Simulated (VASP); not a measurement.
# C in VASP: notebook, part 2 of 3

VASP 6.6.1.

### 4 G0W0 quasiparticle levels, PBE

This run uses another cell than the first one, of 5.25 Å³/atom, 0.930 times its volume.

Input file POSCAR:

```
C
1.0
    0.0000000000      1.7089191768      1.7961065760
    1.7089191768      0.0000000000      1.7961065760
    1.7089191768      1.7089191768      0.0000000000
C
2
Direct
    0.0000000000      0.0000000000      0.0000000000
    0.2500000000      0.2500000000      0.2500000000
```

Input file INCAR.step1:

```
PREC = Accurate ; ENCUT = 500
EDIFF = 1E-8 ; ISMEAR = 0
SIGMA = 0.01 ; LREAL = F
LASPH = T ; NELM = 80
ALGO = Normal ; LWAVE = T
LCHARG = F ; GGA = PE
```

Input file INCAR.step2:

```
PREC = Accurate ; ENCUT = 500
EDIFF = 1E-8 ; ISMEAR = 0
SIGMA = 0.01 ; LREAL = F
LASPH = T ; NELM = 1
ALGO = Exact ; LWAVE = T
LCHARG = F ; GGA = PE
NBANDS = 47 ; LOPTICS = T
ISTART = 1
```

Input file INCAR.step3:

```
PREC = Accurate ; ENCUT = 500
EDIFF = 1E-8 ; ISMEAR = 0
SIGMA = 0.01 ; LREAL = F
LASPH = T ; ALGO = EVGW0
LWAVE = F ; LCHARG = F
GGA = PE ; NELMGW = 1
NBANDS = 47 ; ENCUTGW = 150.0
NOMEGA = 48 ; PRECFOCK = Fast
ISTART = 1 ; NBANDSGW = 12
```

Input file KPOINTS:

```
Automatic mesh
0
Gamma
  6 6 6
```

Potentials or basis: VASP PAW PBE potentials, release 64 (C_GW).

Command:

```bash
$ cat potpaw_PBE.64/C_GW/POTCAR > POTCAR
$ cp INCAR.step1 INCAR
$ mpirun -np 1 vasp_std > vasp.out
$ cp INCAR.step2 INCAR
$ mpirun -np 1 vasp_std > vasp.out
$ cp INCAR.step3 INCAR
$ mpirun -np 1 vasp_std > vasp.out
```

OUTCAR:

```text
PREC = Accurate
   ENCUT = 500
   EDIFF = 1E-8
   ISMEAR = 0
   LREAL = F
   LASPH = T
   GGA = PE
   NELMGW = 1
   ENCUTGW = 150.0
   PRECFOCK = Fast
   ISTART = 1

 ion  position               nearest neighbor table
   1  0.000  0.000  0.000-   2 1.51   2 1.51   2 1.51   2 1.51
   2  0.250  0.250  0.250-   1 1.51   1 1.51   1 1.51   1 1.51

  LATTYP: Found a body centered tetragonal cell.
 ALAT       =     2.4167766768
 C/A-ratio  =     1.4863653669

  Lattice vectors:

 A1 = (  -1.7089191768,   0.0000000000,   1.7961065760)
 A2 = (   1.7089191768,   0.0000000000,   1.7961065760)
 A3 = (   0.0000000000,   1.7089191768,  -1.7961065760)

Analysis of symmetry for initial positions (statically):
=====================================================================
 Subroutine PRICEL returns:
 Original cell was already a primitive cell.

 Routine SETGRP: Setting up the symmetry group for a
 body centered tetragonal supercell.

 Subroutine GETGRP returns: Found 16 space group operations
 (whereof  8 operations were pure point group operations)
 out of a pool of 16 trial point group operations.

The static configuration has the point symmetry D_2d.
 The point group associated with its full space group is D_4h.

Analysis of symmetry for dynamics (positions and initial velocities):
=====================================================================
 Subroutine PRICEL returns:
 Original cell was already a primitive cell.

 Routine SETGRP: Setting up the symmetry group for a
 body centered tetragonal supercell.

 Subroutine GETGRP returns: Found 16 space group operations
 (whereof  8 operations were pure point group operations)
 out of a pool of 16 trial point group operations.

The dynamic configuration has the point symmetry D_2d.
 The point group associated with its full space group is D_4h.

 Subroutine INISYM returns: Found 16 space group operations
 (whereof  8 operations are pure point group operations),
 and found     1 'primitive' translations

----------------------------------------------------------------------------------------

                                     Primitive cell

  volume of cell :      10.4907

  direct lattice vectors                    reciprocal lattice vectors
     0.000000000  1.708919177  1.796106576    -0.292582591  0.292582591  0.278379917
     1.708919177  0.000000000  1.796106576     0.292582591 -0.292582591  0.278379917
     1.708919177  1.708919177  0.000000000     0.292582591  0.292582591 -0.278379917

  length of vectors
     2.479194140  2.479194140  2.416776677     0.498702840  0.498702840  0.498702840

  position of ions in fractional coordinates (direct lattice)
     0.000000000  0.000000000  0.000000000
     0.250000000  0.250000000  0.250000000

  ion indices of the primitive-cell ions
   primitive index   ion index
                 1           1
                 2           2

----------------------------------------------------------------------------------------

 KPOINTS: Automatic mesh

[... 26 lines left out ...]
  0.333333 -0.000000  0.000000      8.000000
  0.500000  0.000000  0.000000      4.000000
  0.166667  0.166667  0.000000      2.000000
  0.333333  0.166667  0.000000      8.000000
[... 16 lines left out ...]
  0.333333  0.000000  0.333333      4.000000
  0.500000 -0.000000  0.333333     16.000000
 [... further k-points ...]
   k-points           NKPTS =     30   k-points in BZ     NKDIM =    216   number of bands    NBANDS=     47
   number of dos      NEDOS =    301   number of ions     NIONS =      2
   total plane-waves  NPLWV =   5832
   dimension x,y,z NGX =    18 NGY =   18 NGZ =   18
   dimension x,y,z NGXF=    36 NGYF=   36 NGZF=   36
   ions per type =               2
   NGX,Y,Z   is equivalent  to a cutoff of  12.07, 12.07, 12.38 a.u.
   NGXF,Y,Z  is equivalent  to a cutoff of  24.14, 24.14, 24.76 a.u.
 SYSTEM =  unknown system
   PREC   = accura    normal or accurate (medium, high low for compatibility)
   ISTART =      1    job   : 0-new  1-cont  2-samecut
   ICHARG =      0    charge: 1-file 2-atom 10-const
   ISPIN  =      1    spin polarized calculation?
   LNONCOLLINEAR =      F non collinear calculations
   LSORBIT =      F    spin-orbit coupling
   LASPH  =      T    aspherical Exc in radial PAW
   ENCUT  =  500.0 eV  36.75 Ry    6.06 a.u.   4.52  4.52  4.41*2*pi/ulx,y,z
   NELM   =     60;   NELMIN=  2; NELMDL=  0     # of ELM steps
   EDIFF  = 0.1E-07   stopping-criterion for ELM
   LREAL  =      F    real-space projection
   EDIFFG = 0.1E-06   stopping-criterion for IOM
   NSW    =      0    number of steps for IOM
   IBRION =     -1    ionic relax: 0-MD 1-quasi-New 2-CG
   NFREE  =      0    steps in history (QN), initial steepest desc. (CG)
   ISIF   =      0    stress and relaxation
   ISYM   =      3    0-nonsym 1-usesym 2-fastsym
   POTIM  = 0.5000    time-step for ionic-motion
   TEBEG  =    0.0;   TEEND  =   0.0 temperature during run
   PSTRESS=    0.0 pullay stress
   NELECT =       8.0000    total number of electrons
   NUPDOWN=      -1.0000    fix difference up-down
   EMIN   =  10.00;   EMAX   =-10.00  energy-range for DOS
   EFERMI =   0.00;   METHOD = LEGACY
   ISMEAR =     0;   SIGMA  =   0.01  broadening in eV -4-tet -1-fermi 0-gaus
   EFERMI_NEDOS =   21; number of points for ismear=-14 and -15
   IALGO  =     38    algorithm
   IMIX   =      4    mixing-type and parameters
     AMIX     =   0.40;   BMIX     =  1.00
     AMIX_MAG =   1.60;   BMIX_MAG =  1.00
  volume/ion in A,a.u.               =       5.25        35.40
  Fermi-wavevector in a.u.,A,eV,Ry     =   1.495672  2.826411 30.436717  2.237036
  Thomas-Fermi vector in A             =   2.607787
   LORBIT       =      0    0 simple, 1 ext, 2 COOP (PROOUT), +10 PAW based schemes
   GGA     = PE    functional components
   LHFCALC =     T    Hartree Fock is set to
   PRECFOCK=fast      Normal, Fast or Accurate (Low or Medium for compatibility)
   ENCUT4O =  -1.0   cutoff for four orbital integrals eV
   NKREDX  =     1    reduce k-point grid by
   NKREDY  =     1    reduce k-point grid by
   NKREDZ  =     1    reduce k-point grid by
   AEXX    =    1.0000 exact exchange contribution
   HFSCREEN=    0.0000 screening length (either q_TF or 0.3 A-1)
   HFSCREENC=   0.0000 screening length for correlation (either q_TF or 0.3 A-1)
   ENCUTFOCK=  -1.0 apply spherical cutoff to Coloumb kernel
   IVDW    =     0    specifies the selected vdW correction
   LEPSILON=     F    determine dielectric tensor
   LRPA    =     F    only Hartree local field effects (RPA)
   LRPAFORCE           =     F    calculate RPA forces
   ENCUTGW             = 150.0    cutoff for response function in eV
   ENCUTGWSOFT         = 120.0    soft cutoff for Coulomb kernel in GW response function in eV
   ENCUTLF             =  -1.0    cutoff for local field effects
   NELMGW              =     1    number of iterations in solving QP/BSE equation
   NELMHF              =     1    number of iterations in the inner HF iteration
   NKREDLFX            =     1    NKREDLFY  =   1   NKREDLFZ  =   1
 non-spin polarized calculation
 Gauss-broadening in eV      SIGMA  =   0.01
  energy-cutoff  :      500.00
  volume of cell :       10.49
 maximum number of plane-waves:       279
  NGX = 12; NGY = 12; NGZ = 12
   NGX =  9   NGY =  9   NGZ =  9
 maximum number of plane-waves:        59

 QP shifts <psi_nk| G(iteration)W_0 |psi_nk>: iteration 1
 for sc-GW calculations column KS-energies equals QP-energies in previous step
 and V_xc(KS)=  KS-energies - (<T + V_ion + V_H > + <T+V_H+V_ion>^1  + <V_x>^1)

 k-point   1 :       0.0000    0.0000    0.0000
  band No.  KS-energies  QP-energies   sigma(KS)   V_xc(KS)     V^pw_x(r,r')   Z            occupation Imag(sigma)

      1     -11.6191     -13.2907     -17.2343     -15.0315     -25.9239       0.7589       2.0000       1.5043
      2      10.3758       9.8572     -17.7594     -17.1345     -19.7232       0.8300       2.0000       0.0816
      3      11.2146      10.7239     -17.6491     -17.0585     -19.4649       0.8310       2.0000       0.0775
      4      11.2146      10.7239     -17.6491     -17.0585     -19.4649       0.8310       2.0000       0.0775
      5      16.5557      17.7866     -14.3129     -15.8001      -9.5825       0.8277       0.0000      -0.1110
      6      16.5557      17.7866     -14.3129     -15.8001      -9.5825       0.8277       0.0000      -0.1110
      7      17.1947      18.4219     -14.2750     -15.7568      -9.4264       0.8282       0.0000      -0.1136
      8      26.0458      27.2055     -14.9920     -16.4875      -7.5744       0.7754       0.0000      -0.3059
      9      31.2920      31.7894     -11.6767     -12.2896      -4.5072       0.8115       0.0000      -0.4382
     10      36.6773      37.8355     -12.6206     -14.0074      -6.1001       0.8352       0.0000      -0.5110
     11      37.5800      38.1931     -11.0309     -11.7684      -3.5083       0.8314       0.0000      -0.8986
     12      39.7551      41.0048     -12.8403     -14.3441      -6.0381       0.8311       0.0000      -0.6883
[... 356 lines left out ...]
      1      -4.4305      -5.8341     -17.4948     -15.6439     -24.2344       0.7583       2.0000       0.6395
      2       0.4325      -0.8432     -17.7880     -16.1445     -22.9641       0.7762       2.0000       0.2964
      3       2.7120       1.6192     -16.9048     -15.5355     -20.8819       0.7981       2.0000       0.1901
      4       4.6157       3.6520     -17.3125     -16.1197     -20.8426       0.8079       2.0000       0.1494
      5      16.0192      16.7867     -13.1693     -14.0859      -8.2864       0.8373       0.0000      -0.1166
      6      19.2525      20.1748     -13.1214     -14.2351      -7.6288       0.8282       0.0000      -0.1448
      7      26.2366      27.8486     -14.4981     -16.5574      -7.1196       0.7828       0.0000      -0.3092
      8      27.7426      29.3916     -14.7867     -16.9186      -6.9748       0.7735       0.0000      -0.3673
      9      33.6296      34.9459     -13.6550     -15.3242      -5.5234       0.7886       0.0000      -0.6364
     10      36.0172      37.3955     -13.8044     -15.5652      -5.1015       0.7828       0.0000      -0.8308
     11      41.0918      42.1983     -12.5103     -13.8627      -4.8301       0.8182       0.0000      -0.9527
     12      45.9293      46.8680     -11.8690     -13.0198      -3.6231       0.8157       0.0000      -1.2662

 [... further k-points ...]
```

It took 3.1 min on 1 thread of Intel Xeon 8259CL, shared host; peak memory 0.22 GiB.

What came out:

- Band gap on the k mesh, mean-field level: 3.68 eV, indirect (least direct gap 5.34 eV)
- Quasiparticle gap: 4.95 eV
- Least direct quasiparticle gap: 7.06 eV

Caveat: the k points lie up to 0.52 Å⁻¹ apart; the cutoff is under 1.25 times the usual one of these potentials, so pressure, stress and relaxed cells hold a basis-set (Pulay) error; bands, screening cutoff and mesh are small and nothing is extrapolated, so the quasiparticle values aren't converged.

### 5 G0W0 quasiparticle levels, PBE

This run uses another cell than the first one, of 5.95 Å³/atom, 1.054 times its volume.

Input file POSCAR:

```
C
1.0
    0.0000000000      1.8335278668      1.7689115518
    1.8335278668      0.0000000000      1.7689115518
    1.8335278668      1.8335278668      0.0000000000
C
2
Direct
    0.0000000000      0.0000000000      0.0000000000
    0.2500000000      0.2500000000      0.2500000000
```

Input file INCAR.step1:

```
ALGO = Normal
EDIFF = 1E-8
ENCUT = 500
GGA = PE
ISMEAR = 0
LASPH = True
LCHARG = False
LREAL = False
LWAVE = True
NELM = 60
PREC = Accurate
SIGMA = 0.01
```

Input file INCAR.step2:

```
ALGO = Exact
EDIFF = 1E-8
ENCUT = 500
GGA = PE
ISMEAR = 0
ISTART = 1
LASPH = True
LCHARG = False
LOPTICS = True
LREAL = False
LWAVE = True
NBANDS = 53
NELM = 1
PREC = Accurate
SIGMA = 0.01
```

Input file INCAR.step3:

```
ALGO = EVGW0
EDIFF = 1E-8
ENCUT = 500
ENCUTGW = 150.0
GGA = PE
ISMEAR = 0
ISTART = 1
LASPH = True
LCHARG = False
LREAL = False
LWAVE = False
NBANDS = 53
NBANDSGW = 12
NELMGW = 1
NOMEGA = 48
PREC = Accurate
PRECFOCK = Fast
SIGMA = 0.01
```

Input file KPOINTS:

```
k-points
0
Gamma
  6 6 6
```

Potentials or basis: VASP PAW PBE potentials, release 64 (C_GW).

Command:

```bash
$ cat potpaw_PBE.64/C_GW/POTCAR > POTCAR
$ cp INCAR.step1 INCAR
$ mpirun -np 1 vasp_std > vasp.out
$ cp INCAR.step2 INCAR
$ mpirun -np 1 vasp_std > vasp.out
$ cp INCAR.step3 INCAR
$ mpirun -np 1 vasp_std > vasp.out
```

OUTCAR:

```text
EDIFF = 1E-8
   ENCUT = 500
   ENCUTGW = 150.0
   GGA = PE
   ISMEAR = 0
   ISTART = 1
   LASPH = True
   LREAL = False
   NELMGW = 1
   PREC = Accurate
   PRECFOCK = Fast

 ion  position               nearest neighbor table
   1  0.000  0.000  0.000-   2 1.57   2 1.57   2 1.57   2 1.57
   2  0.250  0.250  0.250-   1 1.57   1 1.57   1 1.57   1 1.57

  LATTYP: Found a body centered tetragonal cell.
 ALAT       =     2.5929999762
 C/A-ratio  =     1.3643745222

  Lattice vectors:

 A1 = (   0.0000000000,  -1.8335278668,  -1.7689115518)
 A2 = (   0.0000000000,   1.8335278668,  -1.7689115518)
 A3 = (   1.8335278668,   0.0000000000,   1.7689115518)

Analysis of symmetry for initial positions (statically):
=====================================================================
 Subroutine PRICEL returns:
 Original cell was already a primitive cell.

[... 168 lines left out ...]
   NKREDLFX            =     1    NKREDLFY  =   1   NKREDLFZ  =   1
 non-spin polarized calculation
 Gauss-broadening in eV      SIGMA  =   0.01
  energy-cutoff  :      500.00
  volume of cell :       11.89
 maximum number of plane-waves:       315
 NGX is ok and might be reduce to    20
  NGX = 12; NGY = 12; NGZ = 12
   NGX =  9   NGY =  9   NGZ =  9
 maximum number of plane-waves:        59

 QP shifts <psi_nk| G(iteration)W_0 |psi_nk>: iteration 1
 for sc-GW calculations column KS-energies equals QP-energies in previous step
 and V_xc(KS)=  KS-energies - (<T + V_ion + V_H > + <T+V_H+V_ion>^1  + <V_x>^1)

 k-point   1 :       0.0000    0.0000    0.0000
  band No.  KS-energies  QP-energies   sigma(KS)   V_xc(KS)     V^pw_x(r,r')   Z            occupation Imag(sigma)

      1     -11.7577     -13.3331     -16.7183     -14.6214     -25.1191       0.7513       2.0000       1.4520
      2       8.9236       8.3999     -17.2711     -16.6340     -19.0165       0.8219       2.0000       0.0778
      3       8.9236       8.3999     -17.2711     -16.6340     -19.0165       0.8219       2.0000       0.0778
      4       9.4269       8.9172     -17.1970     -16.5770     -18.8474       0.8220       2.0000       0.0753
      5      14.2749      15.4162     -13.9876     -15.3831      -9.2521       0.8179       0.0000      -0.1063
      6      14.7096      15.8452     -13.9668     -15.3567      -9.1457       0.8170       0.0000      -0.1081
      7      14.7096      15.8452     -13.9668     -15.3567      -9.1457       0.8170       0.0000      -0.1081
      8      21.3251      22.4065     -14.9261     -16.3325      -7.9465       0.7689       0.0000      -0.2395
      9      27.8053      28.1504     -11.1943     -11.6229      -4.2302       0.8052       0.0000      -0.4078
     10      34.2233      35.2805     -12.3158     -13.5917      -5.8188       0.8286       0.0000      -0.5457
     11      35.5008      35.9880     -10.6366     -11.2272      -3.1898       0.8250       0.0000      -0.9722
     12      35.5008      35.9880     -10.6366     -11.2272      -3.1898       0.8250       0.0000      -0.9722
[... 356 lines left out ...]
      1      -5.5065      -6.8300     -16.9702     -15.2072     -23.5983       0.7507       2.0000       0.6584
      2      -1.0031      -2.2257     -17.3406     -15.7403     -22.4769       0.7640       2.0000       0.3044
      3       1.8178       0.7879     -16.2819     -14.9799     -19.9653       0.7910       2.0000       0.1727
      4       3.8806       2.9763     -16.8176     -15.6869     -20.0537       0.7997       2.0000       0.1362
      5      14.5130      15.2370     -12.8326     -13.7069      -7.9006       0.8281       0.0000      -0.1140
      6      17.5075      18.3831     -12.9196     -13.9922      -7.3493       0.8164       0.0000      -0.1435
      7      22.9879      24.4592     -14.3953     -16.3097      -7.0031       0.7686       0.0000      -0.2982
      8      23.8132      25.2935     -14.5859     -16.5295      -6.9305       0.7616       0.0000      -0.3309
      9      29.3655      30.4969     -13.3458     -14.7968      -5.4157       0.7797       0.0000      -0.5745
     10      31.4844      32.6419     -13.3976     -14.8921      -4.9469       0.7746       0.0000      -0.7436
     11      37.6409      38.5601     -12.0171     -13.1492      -4.5456       0.8119       0.0000      -0.9259
     12      41.8060      42.5189     -11.3623     -12.2402      -3.3740       0.8120       0.0000      -1.2078

 [... further k-points ...]
```

OUTCAR.step2:

```text
EDIFF = 1E-8
   ENCUT = 500
   GGA = PE
   ISMEAR = 0
[... 1016 lines left out ...]
  --------------------------------------------------------------------------------------------------------------
     0.00000     6.50622     6.50622     6.09711     0.00000    -0.00000    -0.00000
     1.90364     6.73750     6.73750     6.28924     0.00000    -0.00000    -0.00000
     3.80729     7.70045     7.70045     7.04238     0.00000    -0.00000    -0.00000
     5.71093     7.02254     7.02254     7.93055    -0.00000    -0.00000    -0.00000
     7.61458     8.59773     8.59773     9.36041     0.00000    -0.00000    -0.00000
     9.51822     9.74074     9.74074    16.15300    -0.00000    -0.00000     0.00000
[... 92 lines left out ...]
   186.55717     0.97238     0.97238     0.97233    -0.00000     0.00000     0.00000
   188.46081     0.97296     0.97296     0.97292    -0.00000     0.00000     0.00000
```

It took 2.4 min on 1 thread of Intel Xeon 8259CL, shared host; peak memory 0.24 GiB.

Results:

| Property | Result |
| --- | --- |
| Band gap on the k mesh, mean-field level | 3.18 eV, indirect (least direct gap 4.85 eV) |
| Quasiparticle gap | 4.41 eV |
| Least direct quasiparticle gap | 6.50 eV |

Levels at points of the mesh, in eV from the valence-band top:
```tsv
k point	band 2	band 3	band 4	band 5	band 6	band 7
(0.00, 0.00, 0.00)	-0.50	-0.50	0.00	4.85	5.28	5.28
(0.50, 0.00, 0.00)	-13.19	-3.31	-2.72	7.34	7.79	8.59
(0.50, 0.50, 0.00)	-12.42	-6.68	-6.68	3.79	3.79	15.88
(0.50, 0.00, 0.50)	-12.95	-6.17	-6.17	4.60	4.60	15.64
```

Caveat: the k points lie up to 0.50 Å⁻¹ apart; the cutoff is under 1.25 times the usual one of these potentials, so pressure, stress and relaxed cells hold a basis-set (Pulay) error; bands, screening cutoff and mesh are small and nothing is extrapolated, so the quasiparticle values aren't converged.

[end of part 2 of 3]
